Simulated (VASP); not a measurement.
# WS2 (P-3m1) in VASP: further runs

The runs below take WS2 through single point, with HSE06, PBE-based screened hybrid with 20 % exact exchange.

Program: VASP 6.6.1. These are calculated values, not measurements. Logs are shortened: lines on timing, memory, paths and dates and some standing lists are left out, and cuts for length are marked.

### Step 1. The cell of the first run

The typed cell holds 6 atoms: a = 3.170 Å, b = 3.170 Å, c = 12.491 Å, α = 90.00°, β = 90.00°, γ = 120.00°.

### Step 2. Single point, HSE06

The input, POSCAR:

```
WS2
1.0
    3.1699334333      0.0000000000      0.0000000000
   -1.5849667167      2.7452428816      0.0000000000
    0.0000000000      0.0000000000     12.4913127957
W S
2 4
Direct
    0.3333333333      0.6666666667      0.7501134825
    0.6666666667      0.3333333333      0.2498865175
    0.3333333333      0.6666666667      0.1247807871
    0.6666666667      0.3333333333      0.6250080566
    0.3333333333      0.6666666667      0.3749919434
    0.6666666667      0.3333333333      0.8752192129
```

The input, INCAR.step1:

```
SYSTEM = WS2
PREC = Accurate
ENCUT = 520
EDIFF = 1E-5
ISMEAR = 0
SIGMA = 0.01
LREAL = .False.
LASPH = .True.
NELM = 80
ALGO = Normal
ISIF = 2
LWAVE = .True.
GGA = PE
NBANDS = 35
KPAR = 4
```

The input, INCAR.step2:

```
SYSTEM = WS2
PREC = Accurate
ENCUT = 520
EDIFF = 1E-6
ISMEAR = 0
SIGMA = 0.01
LREAL = .False.
LASPH = .True.
NELM = 80
ALGO = Normal
ISIF = 2
LWAVE = .False.
LCHARG = .True.
GGA = PE
LHFCALC = .True.
HFSCREEN = 0.2079
PRECFOCK = Fast
LVHAR = .True.
ISTART = 1
NBANDS = 35
KPAR = 4
```

The input, KPOINTS:

```
regular mesh
0
Gamma
  6 6 2
  0 0 0
```

Potentials or basis: VASP PAW PBE potentials, release 64 (W_sv, S).

Run with:

```bash
cat potpaw_PBE.64/W_sv/POTCAR potpaw_PBE.64/S/POTCAR > POTCAR
cp INCAR.step1 INCAR
mpirun -np 4 vasp_std > vasp.out
cp INCAR.step2 INCAR
mpirun -np 4 vasp_std > vasp.out
```

OUTCAR:

```text
SYSTEM = WS2
   PREC = Accurate
   ENCUT = 520
   EDIFF = 1E-6
   ISMEAR = 0
   LREAL = .False.
   LASPH = .True.
   NELM = 80
   ISIF = 2
   GGA = PE
   LHFCALC = .True.
   HFSCREEN = 0.2079
   PRECFOCK = Fast
   ISTART = 1

 ion  position               nearest neighbor table
   1  0.333  0.667  0.750-   4 2.41   4 2.41   4 2.41   6 2.41   6 2.41   6 2.41
   2  0.667  0.333  0.250-   5 2.41   5 2.41   5 2.41   3 2.41   3 2.41   3 2.41
   3  0.333  0.667  0.125-   2 2.41   2 2.41   2 2.41
   4  0.667  0.333  0.625-   1 2.41   1 2.41   1 2.41
   5  0.333  0.667  0.375-   2 2.41   2 2.41   2 2.41
   6  0.667  0.333  0.875-   1 2.41   1 2.41   1 2.41

  LATTYP: Found a hexagonal cell.
 ALAT       =     3.1699334333
 C/A-ratio  =     3.9405599703

  Lattice vectors:

 A1 = (   3.1699334333,   0.0000000000,   0.0000000000)
 A2 = (  -1.5849667167,   2.7452428816,   0.0000000000)
 A3 = (   0.0000000000,   0.0000000000,  12.4913127957)

Analysis of symmetry for initial positions (statically):
=====================================================================
 Subroutine PRICEL returns:
 Original cell was already a primitive cell.

 Routine SETGRP: Setting up the symmetry group for a
 hexagonal supercell.

 Subroutine GETGRP returns: Found 12 space group operations
 (whereof 12 operations were pure point group operations)
 out of a pool of 24 trial point group operations.

The static configuration has the point symmetry D_3d.

Analysis of symmetry for dynamics (positions and initial velocities):
=====================================================================
 Subroutine PRICEL returns:
 Original cell was already a primitive cell.

 Routine SETGRP: Setting up the symmetry group for a
 hexagonal supercell.

 Subroutine GETGRP returns: Found 12 space group operations
 (whereof 12 operations were pure point group operations)
 out of a pool of 24 trial point group operations.

The dynamic configuration has the point symmetry D_3d.

 Subroutine INISYM returns: Found 12 space group operations
 (whereof 12 operations are pure point group operations),
 and found     1 'primitive' translations

----------------------------------------------------------------------------------------

                                     Primitive cell

  volume of cell :     108.7024

  direct lattice vectors                    reciprocal lattice vectors
     3.169933433  0.000000000  0.000000000     0.315464038  0.182133247  0.000000000
    -1.584966717  2.745242882  0.000000000     0.000000000  0.364266494  0.000000000
     0.000000000  0.000000000 12.491312796     0.000000000  0.000000000  0.080055637

  length of vectors
     3.169933433  3.169933433 12.491312796     0.364266494  0.364266494  0.080055637

  position of ions in fractional coordinates (direct lattice)
     0.333333333  0.666666667  0.750113482
     0.666666667  0.333333333  0.249886518
     0.333333333  0.666666667  0.124780787
     0.666666667  0.333333333  0.625008057
     0.333333333  0.666666667  0.374991943
     0.666666667  0.333333333  0.875219213

  ion indices of the primitive-cell ions
   primitive index   ion index
                 1           1
                 2           2
                 3           3
                 4           4
                 5           5
                 6           6

----------------------------------------------------------------------------------------

 KPOINTS: regular mesh

Automatic generation of k-mesh.
 Grid dimensions read from file:
 generate k-points for:    6    6    2

 Generating k-lattice:

  Cartesian coordinates                     Fractional coordinates (reciprocal lattice)
     0.052577340  0.030355541  0.000000000     0.166666667 -0.000000000  0.000000000
     0.000000000  0.060711082  0.000000000     0.000000000  0.166666667  0.000000000
     0.000000000  0.000000000  0.040027818     0.000000000  0.000000000  0.500000000

  Length of vectors
     0.060711082  0.060711082  0.040027818

  Shift w.r.t. Gamma in fractional coordinates (k-lattice)
     0.000000000  0.000000000  0.000000000

 Subroutine IBZKPT returns following result:
 ===========================================

 Found     14 irreducible k-points:

 Following reciprocal coordinates:
            Coordinates               Weight
  0.000000  0.000000  0.000000      1.000000
  0.166667  0.000000  0.000000      6.000000
  0.333333 -0.000000  0.000000      6.000000
  0.500000  0.000000  0.000000      3.000000
  0.166667  0.166667  0.000000      6.000000
  0.333333  0.166667  0.000000     12.000000
  0.333333  0.333333  0.000000      2.000000
  0.000000  0.000000  0.500000      1.000000
  0.166667  0.000000  0.500000      6.000000
  0.333333 -0.000000  0.500000      6.000000
  0.500000  0.000000  0.500000      3.000000
  0.166667  0.166667  0.500000      6.000000
  0.333333  0.166667  0.500000     12.000000
  0.333333  0.333333  0.500000      2.000000
   k-points           NKPTS =     14   k-points in BZ     NKDIM =     72   number of bands    NBANDS=     35
   number of dos      NEDOS =    301   number of ions     NIONS =      6
   total plane-waves  NPLWV =  55296
   dimension x,y,z NGX =    24 NGY =   24 NGZ =   96
   dimension x,y,z NGXF=    48 NGYF=   48 NGZF=  192
   ions per type =               2   4
   NGX,Y,Z   is equivalent  to a cutoff of  12.59, 12.59, 12.78 a.u.
   NGXF,Y,Z  is equivalent  to a cutoff of  25.17, 25.17, 25.55 a.u.
 SYSTEM =  WS2
   PREC   = accura    normal or accurate (medium, high low for compatibility)
   ISTART =      1    job   : 0-new  1-cont  2-samecut
   ICHARG =      0    charge: 1-file 2-atom 10-const
   ISPIN  =      1    spin polarized calculation?
   LNONCOLLINEAR =      F non collinear calculations
   LSORBIT =      F    spin-orbit coupling
   LASPH  =      T    aspherical Exc in radial PAW
   ENCUT  =  520.0 eV  38.22 Ry    6.18 a.u.   5.89  5.89 23.23*2*pi/ulx,y,z
   NELM   =     80;   NELMIN=  2; NELMDL=  0     # of ELM steps
   EDIFF  = 0.1E-05   stopping-criterion for ELM
   LREAL  =      F    real-space projection
   EDIFFG = 0.1E-04   stopping-criterion for IOM
   NSW    =      0    number of steps for IOM
   IBRION =     -1    ionic relax: 0-MD 1-quasi-New 2-CG
   NFREE  =      0    steps in history (QN), initial steepest desc. (CG)
   ISIF   =      2    stress and relaxation
   ISYM   =      3    0-nonsym 1-usesym 2-fastsym
   POTIM  = 0.5000    time-step for ionic-motion
   TEBEG  =    0.0;   TEEND  =   0.0 temperature during run
   PSTRESS=    0.0 pullay stress
   NELECT =      52.0000    total number of electrons
   NUPDOWN=      -1.0000    fix difference up-down
   EMIN   =  10.00;   EMAX   =-10.00  energy-range for DOS
   EFERMI =   0.00;   METHOD = LEGACY
   ISMEAR =     0;   SIGMA  =   0.01  broadening in eV -4-tet -1-fermi 0-gaus
   EFERMI_NEDOS =   21; number of points for ismear=-14 and -15
   IALGO  =     38    algorithm
   IMIX   =      1    mixing-type and parameters
     AMIX     =   0.40;   BMIX     =  1.00
     AMIX_MAG =   1.60;   BMIX_MAG =  1.00
  volume/ion in A,a.u.               =      18.12       122.26
  Fermi-wavevector in a.u.,A,eV,Ry     =   1.280353  2.419516 22.304071  1.639303
  Thomas-Fermi vector in A             =   2.412785
   LORBIT       =      0    0 simple, 1 ext, 2 COOP (PROOUT), +10 PAW based schemes
   GGA     = PE    functional components
   LHFCALC =     T    Hartree Fock is set to
   PRECFOCK=fast      Normal, Fast or Accurate (Low or Medium for compatibility)
   ENCUT4O =  -1.0   cutoff for four orbital integrals eV
   NKREDX  =     1    reduce k-point grid by
   NKREDY  =     1    reduce k-point grid by
   NKREDZ  =     1    reduce k-point grid by
   AEXX    =    0.2500 exact exchange contribution
   HFSCREEN=    0.2079 screening length (either q_TF or 0.3 A-1)
   HFSCREENC=   0.2079 screening length for correlation (either q_TF or 0.3 A-1)
   ENCUTFOCK=  -1.0 apply spherical cutoff to Coloumb kernel
   IVDW    =     0    specifies the selected vdW correction
   LEPSILON=     F    determine dielectric tensor
   LRPA    =     F    only Hartree local field effects (RPA)
 non-spin polarized calculation
 Gauss-broadening in eV      SIGMA  =   0.01
  energy-cutoff  :      520.00
  volume of cell :      108.70
 maximum number of plane-waves:      2944
 NGX is ok and might be reduce to    24
  NGX = 14; NGY = 14; NGZ = 56

 number of electron      52.0000003 magnetization

 Free energy of the ion-electron system (eV)
  ---------------------------------------------------
  ext. energy  EPLUGINS =         0.00000000
  ---------------------------------------------------
  free energy    TOTEN  =       -56.18159332 eV

  energy without entropy =      -56.18159332  energy(sigma->0) =      -56.18159332

 E-fermi :   6.9047     XC(G=0):  -8.9114

 val. band max:        6.8310708662   @ k =   0.0000   0.0000   0.0000
 cond. band min:       8.4263224374   @ k =   0.1667   0.1667   0.0000
 fundamental gap:      1.5952515711
 Fermi energy:         6.9046799500

 k-point     1 :       0.0000    0.0000    0.0000
  band No.  band energies     occupation
      1     -71.8232      2.00000
      2     -71.8231      2.00000
      3     -34.6166      2.00000
      4     -34.6165      2.00000
      5     -34.4099      2.00000
      6     -34.4099      2.00000
[... 27 lines left out ...]
     34      10.0546      0.00000
     35      12.3696      0.00000

 k-point     2 :       0.1667    0.0000    0.0000
  band No.  band energies     occupation
      1     -71.8174      2.00000
      2     -71.8173      2.00000
      3     -34.5970      2.00000
      4     -34.5968      2.00000
      5     -34.5200      2.00000
      6     -34.5200      2.00000
[... 27 lines left out ...]
     34      10.6825      0.00000
     35      14.1121      0.00000

 k-point     3 :       0.3333   -0.0000    0.0000
  band No.  band energies     occupation
      1     -71.8058      2.00000
      2     -71.8058      2.00000
      3     -34.7350      2.00000
      4     -34.7349      2.00000
      5     -34.5572      2.00000
      6     -34.5570      2.00000
[... 27 lines left out ...]
     34      11.7800      0.00000
     35      13.5927      0.00000

 k-point     4 :       0.5000    0.0000    0.0000
  band No.  band energies     occupation
      1     -71.8000      2.00000
      2     -71.8000      2.00000
      3     -34.8400      2.00000
      4     -34.8399      2.00000
      5     -34.5370      2.00000
      6     -34.5369      2.00000
[... 27 lines left out ...]
     34      11.9723      0.00000
     35      12.1215      0.00000

 k-point     5 :       0.1667    0.1667    0.0000
  band No.  band energies     occupation
      1     -71.8087      2.00000
      2     -71.8087      2.00000
      3     -34.6614      2.00000
      4     -34.6614      2.00000
      5     -34.5672      2.00000
      6     -34.5671      2.00000
[... 258 lines left out ...]
 k-point    12 :       0.1667    0.1667    0.5000
  band No.  band energies     occupation
      1     -71.8087      2.00000
      2     -71.8087      2.00000
      3     -34.6614      2.00000
      4     -34.6614      2.00000
      5     -34.5671      2.00000
      6     -34.5671      2.00000
[... 27 lines left out ...]
     34      11.7619      0.00000
     35      15.1171      0.00000

 k-point    13 :       0.3333    0.1667    0.5000
  band No.  band energies     occupation
      1     -71.8000      2.00000
      2     -71.8000      2.00000
      3     -34.7854      2.00000
      4     -34.7854      2.00000
      5     -34.5673      2.00000
      6     -34.5673      2.00000
[... 27 lines left out ...]
     34      12.0085      0.00000
     35      13.6189      0.00000

 k-point    14 :       0.3333    0.3333    0.5000
  band No.  band energies     occupation
      1     -71.7971      2.00000
      2     -71.7971      2.00000
      3     -34.7217      2.00000
      4     -34.7217      2.00000
      5     -34.6974      2.00000
      6     -34.6974      2.00000
[... 27 lines left out ...]
     34      12.6493      0.00000
     35      14.2953      0.00000

------------------------ aborting loop because EDIFF is reached ----------------------------------------

  FORCE on cell =-STRESS in cart. coord.  units (eV):
  Direction    XX          YY          ZZ          XY          YZ          ZX
  --------------------------------------------------------------------------------------
  -------------------------------------------------------------------------------------
  Total       -1.3811586     -1.3811586     -0.6546531      0.0000000     -0.0000000     -0.0000000
  in kB      -20.3570630    -20.3570630     -9.6490116      0.0000000     -0.0000000     -0.0000000
  external PRESSURE =     -16.7877126 kB  Pullay stress =       0.0000000 kB

 VOLUME and BASIS-vectors are now :
 -----------------------------------------------------------------------------
  energy-cutoff  :      520.00
  volume of cell :      108.70
      direct lattice vectors                 reciprocal lattice vectors
     3.169933433  0.000000000  0.000000000     0.315464038  0.182133247  0.000000000
    -1.584966717  2.745242882  0.000000000     0.000000000  0.364266494  0.000000000
     0.000000000  0.000000000 12.491312796     0.000000000  0.000000000  0.080055637

 POSITION                                       TOTAL-FORCE (eV/Angst)
 -----------------------------------------------------------------------------------
     -0.00000      1.83016      9.36990         0.000000     -0.000000     -0.000430
      1.58497      0.91508      3.12141         0.000000     -0.000000      0.000430
     -0.00000      1.83016      1.55868        -0.000000     -0.000000      0.343552
      1.58497      0.91508      7.80717         0.000000      0.000000      0.341721
     -0.00000      1.83016      4.68414        -0.000000     -0.000000     -0.341721
      1.58497      0.91508     10.93264         0.000000      0.000000     -0.343552
 -----------------------------------------------------------------------------------
    total drift:                               -0.000000      0.000000      0.000001

  FREE ENERGIE OF THE ION-ELECTRON SYSTEM (eV)
  ---------------------------------------------------
  free  energy   TOTEN  =       -56.1815933162 eV

  energy  without entropy=      -56.1815933162  energy(sigma->0) =      -56.18159332
```

Run time: 14 min. Hardware: 4 MPI ranks of Intel Xeon 6975P-C (Granite Rapids), shared host; peak memory 0.37 GiB.

Results:

```
Free energy            : -56.1816 eV
Pressure               : -1.7 GPa
Largest force          : 0.344 eV/Å
Band gap on the k mesh : 1.60 eV (least direct gap 2.25 eV)
```

Forces in eV/Å, atoms in the order of the input:
```
W    0.000  0.000  0.000
W    0.000  0.000  0.000
S    0.000  0.000  0.344
S    0.000  0.000  0.342
S    0.000  0.000 -0.342
S    0.000  0.000 -0.344
```

Levels at points of the mesh, in eV from the valence-band top:
```csv
k point,band 22,band 23,band 24,band 25,band 26,band 27,band 28,band 29,band 30,band 31
"(0.00, 0.00, 0.00)",-2.48,-2.48,-1.88,-1.20,0.00,2.99,2.99,3.00,3.00,3.05
"(0.50, 0.00, 0.00)",-3.14,-2.27,-2.10,-1.90,-1.72,2.93,2.98,3.29,3.55,3.96
"(0.00, 0.00, 0.50)",-2.50,-2.50,-2.50,-0.35,-0.35,2.99,2.99,2.99,2.99,3.15
"(0.50, 0.00, 0.50)",-3.24,-2.19,-2.19,-1.80,-1.80,2.95,2.95,3.44,3.44,4.25
```

Caveat: the PAW data sets were made with another functional, which shifts forces and pressure a little; spin-orbit coupling is left out, which moves the levels of the heavy elements; this functional lacks dispersion, which binds layers or chains, so the pressure and a relaxed spacing across them are unreliable. A k mesh can miss the band edges.

[end of part 1 of 2]
